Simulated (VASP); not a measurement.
# Te (P6_3/mmc) in VASP: further runs

The runs below take Te through relaxation of cell and atoms, single point, with PBE.

Program: VASP 6.6.1. These are calculated values, not measurements. Logs are shortened: lines on timing, memory, paths and dates and some standing lists are left out, and cuts for length are marked.

## 1. The cell of the first run

It takes space group P6_3/mmc (No. 194, hexagonal). The conventional cell has a = 4.058 Å, b = 4.058 Å, c = 10.418 Å, α = 90.00°, β = 90.00°, γ = 120.00°. Te (site symmetry 3m) has 1 Te at 1.85 Å within 2.5 Å.

## 2. Relaxation of cell and atoms, PBE

File INCAR:

```
PREC = Accurate ; ENCUT = 600
EDIFF = 1E-6 ; ISMEAR = 0
SIGMA = 0.1 ; LREAL = F
LASPH = T ; NELM = 100
ALGO = Normal ; ISIF = 3
LWAVE = F ; LCHARG = F
GGA = PE ; IBRION = 2
NSW = 90 ; EDIFFG = -0.04
```

File KPOINTS:

```
Automatic mesh
0
Gamma
  6 6 2
```

File POSCAR:

```
Te
1.0
    4.0578288041      0.0000000000      0.0000000000
   -2.0289144020      3.5141828285      0.0000000000
    0.0000000000      0.0000000000     10.4178950271
Te
4
Direct
    0.3333333333      0.6666666667      0.1610000000
    0.6666666667      0.3333333333      0.6610000000
    0.3333333333      0.6666666667      0.3390000000
    0.6666666667      0.3333333333      0.8390000000
```

Potentials or basis: VASP PAW PBE potentials, release 64 (Te).

Run with:

```bash
> cat potpaw_PBE.64/Te/POTCAR > POTCAR
> mpirun -np 1 vasp_std > vasp.out
```

OUTCAR:

```text
PREC = Accurate
   ENCUT = 600
   EDIFF = 1E-6
   ISMEAR = 0
   LREAL = F
   LASPH = T
   NELM = 100
   ISIF = 3
   GGA = PE
   IBRION = 2
   NSW = 90
   EDIFFG = -0.04

 ion  position               nearest neighbor table
   1  0.333  0.667  0.161-   3 1.85
   2  0.667  0.333  0.661-   4 1.85
   3  0.333  0.667  0.339-   1 1.85
   4  0.667  0.333  0.839-   2 1.85

  LATTYP: Found a hexagonal cell.
 ALAT       =     4.0578288041
 C/A-ratio  =     2.5673569611

  Lattice vectors:

 A1 = (   4.0578288041,   0.0000000000,   0.0000000000)
 A2 = (  -2.0289144020,   3.5141828285,   0.0000000000)
 A3 = (   0.0000000000,   0.0000000000,  10.4178950271)

Analysis of symmetry for initial positions (statically):
=====================================================================
 Subroutine PRICEL returns:
 Original cell was already a primitive cell.

 Routine SETGRP: Setting up the symmetry group for a
 hexagonal supercell.

 Subroutine GETGRP returns: Found 24 space group operations
 (whereof 12 operations were pure point group operations)
 out of a pool of 24 trial point group operations.

The static configuration has the point symmetry D_3d.
 The point group associated with its full space group is D_6h.

Analysis of symmetry for dynamics (positions and initial velocities):
=====================================================================
 Subroutine PRICEL returns:
 Original cell was already a primitive cell.

 Routine SETGRP: Setting up the symmetry group for a
 hexagonal supercell.

 Subroutine GETGRP returns: Found 24 space group operations
 (whereof 12 operations were pure point group operations)
 out of a pool of 24 trial point group operations.

The dynamic configuration has the point symmetry D_3d.
 The point group associated with its full space group is D_6h.

 Subroutine INISYM returns: Found 24 space group operations
 (whereof 12 operations are pure point group operations),
 and found     1 'primitive' translations

----------------------------------------------------------------------------------------

                                     Primitive cell

  volume of cell :     148.5587

  direct lattice vectors                    reciprocal lattice vectors
     4.057828804  0.000000000  0.000000000     0.246437208  0.142280588  0.000000000
    -2.028914402  3.514182829  0.000000000     0.000000000  0.284561176  0.000000000
     0.000000000  0.000000000 10.417895027     0.000000000  0.000000000  0.095988681

  length of vectors
     4.057828804  4.057828804 10.417895027     0.284561176  0.284561176  0.095988681

  position of ions in fractional coordinates (direct lattice)
     0.333333333  0.666666667  0.161000000
     0.666666667  0.333333333  0.661000000
     0.333333333  0.666666667  0.339000000
     0.666666667  0.333333333  0.839000000

  ion indices of the primitive-cell ions
   primitive index   ion index
                 1           1
                 2           2
                 3           3
                 4           4

----------------------------------------------------------------------------------------

 KPOINTS: Automatic mesh

Automatic generation of k-mesh.
 Grid dimensions read from file:
 generate k-points for:    6    6    2

 Generating k-lattice:

  Cartesian coordinates                     Fractional coordinates (reciprocal lattice)
     0.041072868  0.023713431  0.000000000     0.166666667  0.000000000  0.000000000
     0.000000000  0.047426863  0.000000000     0.000000000  0.166666667  0.000000000
     0.000000000  0.000000000  0.047994340     0.000000000  0.000000000  0.500000000

  Length of vectors
     0.047426863  0.047426863  0.047994340

  Shift w.r.t. Gamma in fractional coordinates (k-lattice)
     0.000000000  0.000000000  0.000000000

 Subroutine IBZKPT returns following result:
 ===========================================

 Found     14 irreducible k-points:

 Following reciprocal coordinates:
            Coordinates               Weight
  0.000000  0.000000  0.000000      1.000000
  0.166667 -0.000000  0.000000      6.000000
  0.333333 -0.000000  0.000000      6.000000
  0.500000 -0.000000  0.000000      3.000000
  0.166667  0.166667  0.000000      6.000000
  0.333333  0.166667  0.000000     12.000000
  0.333333  0.333333  0.000000      2.000000
  0.000000  0.000000  0.500000      1.000000
  0.166667 -0.000000  0.500000      6.000000
  0.333333 -0.000000  0.500000      6.000000
  0.500000 -0.000000  0.500000      3.000000
  0.166667  0.166667  0.500000      6.000000
  0.333333  0.166667  0.500000     12.000000
  0.333333  0.333333  0.500000      2.000000
   k-points           NKPTS =     14   k-points in BZ     NKDIM =     14   number of bands    NBANDS=     16
   number of dos      NEDOS =    301   number of ions     NIONS =      4
   total plane-waves  NPLWV =  86016
   dimension x,y,z NGX =    32 NGY =   32 NGZ =   84
   dimension x,y,z NGXF=    64 NGYF=   64 NGZF=  168
   ions per type =               4
   NGX,Y,Z   is equivalent  to a cutoff of  13.11, 13.11, 13.40 a.u.
   NGXF,Y,Z  is equivalent  to a cutoff of  26.22, 26.22, 26.81 a.u.
 SYSTEM =  unknown system
   PREC   = accura    normal or accurate (medium, high low for compatibility)
   ISTART =      0    job   : 0-new  1-cont  2-samecut
   ICHARG =      2    charge: 1-file 2-atom 10-const
   ISPIN  =      1    spin polarized calculation?
   LNONCOLLINEAR =      F non collinear calculations
   LSORBIT =      F    spin-orbit coupling
   LASPH  =      T    aspherical Exc in radial PAW
   ENCUT  =  600.0 eV  44.10 Ry    6.64 a.u.   8.10  8.10 20.81*2*pi/ulx,y,z
   NELM   =    100;   NELMIN=  2; NELMDL= -5     # of ELM steps
   EDIFF  = 0.1E-05   stopping-criterion for ELM
   LREAL  =      F    real-space projection
   EDIFFG = -.4E-01   stopping-criterion for IOM
   NSW    =     90    number of steps for IOM
   IBRION =      2    ionic relax: 0-MD 1-quasi-New 2-CG
   NFREE  =      1    steps in history (QN), initial steepest desc. (CG)
   ISIF   =      3    stress and relaxation
   ISYM   =      2    0-nonsym 1-usesym 2-fastsym
   POTIM  = 0.5000    time-step for ionic-motion
   TEBEG  =    0.0;   TEEND  =   0.0 temperature during run
   PSTRESS=    0.0 pullay stress
   NELECT =      24.0000    total number of electrons
   NUPDOWN=      -1.0000    fix difference up-down
   EMIN   =  10.00;   EMAX   =-10.00  energy-range for DOS
   EFERMI =   0.00;   METHOD = LEGACY
   ISMEAR =     0;   SIGMA  =   0.10  broadening in eV -4-tet -1-fermi 0-gaus
   EFERMI_NEDOS =   21; number of points for ismear=-14 and -15
   IALGO  =     38    algorithm
   IMIX   =      4    mixing-type and parameters
     AMIX     =   0.40;   BMIX     =  1.00
     AMIX_MAG =   1.60;   BMIX_MAG =  1.00
  volume/ion in A,a.u.               =      37.14       250.63
  Fermi-wavevector in a.u.,A,eV,Ry     =   0.891619  1.684915 10.816416  0.794984
  Thomas-Fermi vector in A             =   2.013462
   LORBIT       =      0    0 simple, 1 ext, 2 COOP (PROOUT), +10 PAW based schemes
   GGA     = PE    functional components
   LHFCALC =     F    Hartree Fock is set to
   AEXX    =    0.0000 exact exchange contribution
   IVDW    =     0    specifies the selected vdW correction
   LEPSILON=     F    determine dielectric tensor
   LRPA    =     F    only Hartree local field effects (RPA)
 conjugate gradient relaxation of ions
 non-spin polarized calculation
 Gauss-broadening in eV      SIGMA  =   0.10
  energy-cutoff  :      600.00
  volume of cell :      148.56
 maximum number of plane-waves:      4978
   NGX = 17   NGY = 17   NGZ = 41

--------------------------------------- Ionic step        1  -------------------------------------------

 number of electron      23.9999997 magnetization

 Free energy of the ion-electron system (eV)
  ---------------------------------------------------
  ext. energy  EPLUGINS =         0.00000000
  ---------------------------------------------------
  free energy    TOTEN  =        11.12616706 eV

  energy without entropy =       11.14428704  energy(sigma->0) =       11.13522705

------------------------ aborting loop because EDIFF is reached ----------------------------------------

  FORCE on cell =-STRESS in cart. coord.  units (eV):
  Direction    XX          YY          ZZ          XY          YZ          ZX
  --------------------------------------------------------------------------------------
  -------------------------------------------------------------------------------------
  Total       -3.4403150     -3.4403150    187.2276927     -0.0000000     -0.0000000      0.0000000
  in kB      -37.1031465    -37.1031465   2019.2152512     -0.0000000     -0.0000000      0.0000000
  external PRESSURE =     648.3363194 kB  Pullay stress =       0.0000000 kB
[... 95 lines left out ...]
  FREE ENERGIE OF THE ION-ELECTRON SYSTEM (eV)
  ---------------------------------------------------
  free  energy   TOTEN  =        -6.3789685658 eV

  energy  without entropy=       -6.3204722193  energy(sigma->0) =       -6.34972039

 E-fermi :  -0.3073     XC(G=0):  -4.8635

 val. band max:       -0.4925168611   @ k =   0.0000   0.0000   0.0000
 cond. band min:      -0.2910071205   @ k =   0.1667  -0.0000   0.0000
 fundamental gap:      0.2015097406
 Fermi energy:        -0.3073183931

 k-point     1 :       0.0000    0.0000    0.0000
  band No.  band energies     occupation
      1     -12.6003      2.00000
      2     -12.6002      2.00000
      3     -10.4798      2.00000
      4     -10.4797      2.00000
      5      -3.4358      2.00000
      6      -3.4350      2.00000
[... 8 lines left out ...]
     15       0.7725      0.00000
     16       0.7725      0.00000
[... 230 lines left out ...]
  band No.  band energies     occupation
      1     -10.6995      2.00000
      2     -10.6995      2.00000
      3     -10.6994      2.00000
      4     -10.6994      2.00000
      5      -3.8384      2.00000
      6      -3.8384      2.00000
[... 8 lines left out ...]
     15      -0.0143      0.00003
     16      -0.0143      0.00003

[... ionic steps 4 to 11 ...]

--------------------------------------- Ionic step       12  -------------------------------------------

 number of electron      24.0000013 magnetization

------------------------ aborting loop because EDIFF is reached ----------------------------------------

  FORCE on cell =-STRESS in cart. coord.  units (eV):
  Direction    XX          YY          ZZ          XY          YZ          ZX
  --------------------------------------------------------------------------------------
  -------------------------------------------------------------------------------------
  Total       -0.0534556     -0.0534556      1.9461294     -0.0000000      0.0000000     -0.0000000
  in kB       -0.2939461     -0.2939461     10.7015471     -0.0000000      0.0000000     -0.0000000
  external PRESSURE =       3.3712183 kB  Pullay stress =       0.0000000 kB
[... 61 lines left out ...]
  energy  without entropy=      -10.4733570234  energy(sigma->0) =      -10.49109638

--------------------------------------- Ionic step       14  -------------------------------------------

 number of electron      23.9999971 magnetization

 Free energy of the ion-electron system (eV)
  ---------------------------------------------------
  ext. energy  EPLUGINS =         0.00000000
  ---------------------------------------------------
  free energy    TOTEN  =       -10.51005792 eV

  energy without entropy =      -10.48010802  energy(sigma->0) =      -10.49508297

 E-fermi :   0.6503     XC(G=0):  -5.1320

 val. band max:        0.6100166506   @ k =   0.5000  -0.0000   0.0000
 cond. band min:       0.7808754440   @ k =   0.3333   0.1667   0.0000
 fundamental gap:      0.1708587934
 Fermi energy:         0.6502976043

 k-point     1 :       0.0000    0.0000    0.0000
  band No.  band energies     occupation
      1     -13.1820      2.00000
      2     -13.1819      2.00000
      3      -9.6639      2.00000
      4      -9.6638      2.00000
      5      -3.0034      2.00000
      6      -3.0025      2.00000
[... 8 lines left out ...]
     15       1.8068      0.00000
     16       1.8068      0.00000
[... 276 lines left out ...]
  FREE ENERGIE OF THE ION-ELECTRON SYSTEM (eV)
  ---------------------------------------------------
  free  energy   TOTEN  =       -10.5100579183 eV

  energy  without entropy=      -10.4801080227  energy(sigma->0) =      -10.49508297

 reached required accuracy - stopping structural energy minimisation
```

Run time: 16 min. Hardware: 1 thread of Oxide Virtual Turin-like, shared host; peak memory 0.26 GiB.

Results:

```
Free energy                            : -10.5101 eV
Relaxed cell                           : a = 3.798 Å, b = 3.798 Å, c = 23.225 Å, α = 90.00°, β = 90.00°, γ = 120.00°
Space group after relaxing (to 0.05 Å) : P6_3/mmc (No. 194)
Energy gained by relaxing              : 5409.1 meV/atom
Ionic steps                            : 14
Pressure after relaxing                : 0.0 GPa
Largest force after relaxing           : 0.033 eV/Å
Band gap on the k mesh                 : zero (band 12 reaches 0.99 eV, above the bottom of band 13 at 0.61 eV)
```

Forces in eV/Å, atoms in the order of the input:
```
Te   0.000  0.000 -0.033
Te   0.000  0.000 -0.033
Te   0.000  0.000  0.033
Te   0.000  0.000  0.033
```

Step by step:
```csv
step,energy change (eV),largest force (eV/Å),pressure (GPa),volume (Å³)
1,0.0000,49.9446,64.83,148.56
2,-17.4273,0.0601,-3.87,444.68
3,-17.5051,0.0747,-3.85,439.99
4,-17.5907,0.0890,-3.83,434.67
5,-20.0224,1.5829,-3.09,361.33
6,-12.0437,6.6209,25.79,258.25
7,-20.8563,1.5752,-2.69,330.06
8,-20.4039,2.9086,3.75,294.54
9,-21.4864,0.4193,-1.42,315.80
10,-21.5088,0.1948,-0.74,311.61
11,-21.5910,0.4907,0.10,295.06
12,-21.5948,0.5586,0.34,291.36
13,-21.6350,0.0368,-0.05,289.83
14,-21.6362,0.0332,0.00,290.07
```

Final structure:
```xyz
4
Lattice="3.7976 0.0000 0.0000 -1.8988 3.2888 0.0000 0.0000 0.0000 23.2247" Properties=species:S:1:pos:R:3 pbc="T T T"
Te    0.0000    2.1926   22.2043
Te    1.8988    1.0963   10.5920
Te    0.0000    2.1926   12.6327
Te    1.8988    1.0963    1.0204
```

Caveat: the volume moved by over 15 % at a fixed basis, so the end points are rough; spin-orbit coupling is left out, which moves the levels of the heavy elements; this functional lacks dispersion, which binds the layers, so the pressure and a relaxed spacing across them are unreliable.

## 3. Single point, PBE

This run uses another cell than the first one, of 32.95 Å³/atom, 0.887 times its volume.

File INCAR:

```
ALGO     = Normal         # electronic algorithm
EDIFF    = 1E-6           # SCF threshold, eV
ENCUT    = 520            # plane-wave cutoff, eV
GGA      = PE             # functional
ISIF     = 2              # what is computed and relaxed
ISMEAR   = 0              # smearing method
LASPH    = True           # aspherical terms in the spheres
LCHARG   = False          # write CHGCAR
LREAL    = False          # projectors in reciprocal space
LWAVE    = False          # write WAVECAR
NBANDS   = 20             # bands
NELM     = 60             # most SCF steps
PREC     = Accurate       # precision mode
SIGMA    = 0.1            # smearing width, eV
```

File KPOINTS:

```
k-points
0
Gamma
  15 15 4
```

File POSCAR:

```
Te
1.0
    3.6435126538      0.0000000000      0.0000000000
   -1.8217563269      3.1553745172      0.0000000000
    0.0000000000      0.0000000000     11.4642170853
Te
4
Direct
    0.3333333333      0.6666666667      0.1335270870
    0.6666666667      0.3333333333      0.6335270870
    0.3333333333      0.6666666667      0.3664729130
    0.6666666667      0.3333333333      0.8664729130
```

Potentials or basis: VASP PAW PBE potentials, release 64 (Te).

Run with:

```bash
> cat potpaw_PBE.64/Te/POTCAR > POTCAR
> mpirun -np 1 vasp_std > vasp.out
```

Run time: 5 min. Hardware: 1 thread of Oxide Virtual Turin-like, shared host; peak memory 0.31 GiB.

Results (log left out):

- Free energy: -11.7237 eV
- Pressure: 0.0 GPa
- Largest force: 0.015 eV/Å
- Band gap on the k mesh: zero (band 12 reaches 8.15 eV, above the bottom of band 13 at 3.87 eV)

Forces in eV/Å, atoms in the order of the input:
```
Te   0.000  0.000 -0.015
Te   0.000  0.000 -0.015
Te   0.000  0.000  0.015
Te   0.000  0.000  0.015
```

Levels at points of the mesh, in eV from the Fermi level:
```
           k point  band 9  band 10  band 11  band 12  band 13  band 14  band 15  band 16
(0.00, 0.00, 0.00)    0.43     0.73     0.73     2.03     2.03     2.54     2.54     3.69
(0.00, 0.00, 0.50)    0.56     0.56     1.77     1.77     2.30     2.30     2.30     2.30
```

Caveat: spin-orbit coupling is left out, which moves the levels of the heavy elements; this functional lacks dispersion, which binds the layers, so the pressure and a relaxed spacing across them are unreliable.

(Part 1 of 2 ends here.)
